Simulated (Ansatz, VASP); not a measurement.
# SrAs12Os4 in VASP and in Ansatz

```
Sr As Os
1.0
    -4.32383    4.32383    4.32383
     4.32383   -4.32383    4.32383
     4.32383    4.32383   -4.32383
Sr As Os
1 12 4
Direct
  0.00000 0.00000 0.00000
  0.35045 0.19990 0.84945
  0.64955 0.80010 0.15055
  0.64955 0.49900 0.84945
  0.35045 0.50100 0.15055
  0.19990 0.84945 0.35045
  0.80010 0.15055 0.64955
  0.49900 0.84945 0.64955
  0.50100 0.15055 0.35045
  0.84945 0.35045 0.19990
  0.15055 0.64955 0.80010
  0.84945 0.64955 0.49900
  0.15055 0.35045 0.50100
  0.00000 0.00000 0.50000
  0.50000 0.00000 0.00000
  0.00000 0.50000 0.00000
  0.50000 0.50000 0.50000
```

Alike in both runs: functional PBE; k mesh 6 × 6 × 6; occupations gaussian, width 0.05 eV; no spin polarisation.

Ansatz relaxed the structure, and its values are those at the end. VASP's run is a single point on that final structure, the one shown.

```csv
,VASP,Ansatz
version,VASP 6.6.1,Ansatz 0.2.0
potentials or method,"VASP PAW PBE potentials, release 64 (Sr_sv, As, Os), cutoff 520 eV","scalar-relativistic, plane waves, PAW"
valence electrons in the cell,102,254
```

```tsv
	VASP	Ansatz	Ansatz less VASP
gap on the k mesh at the Fermi level (eV)	none	none	-
pressure (GPa)	0.3	0.0	-0.25
rms of the force components (eV/Å)	0.008	0.003	-0.0052
```

A gap of «none» marks a metal or a gap that the smearing closes. VASP's potentials hold 102 valence electrons a cell and Ansatz's 254, so a difference there can come from the potentials and not from the codes.

Neither program's run includes spin-orbit coupling.
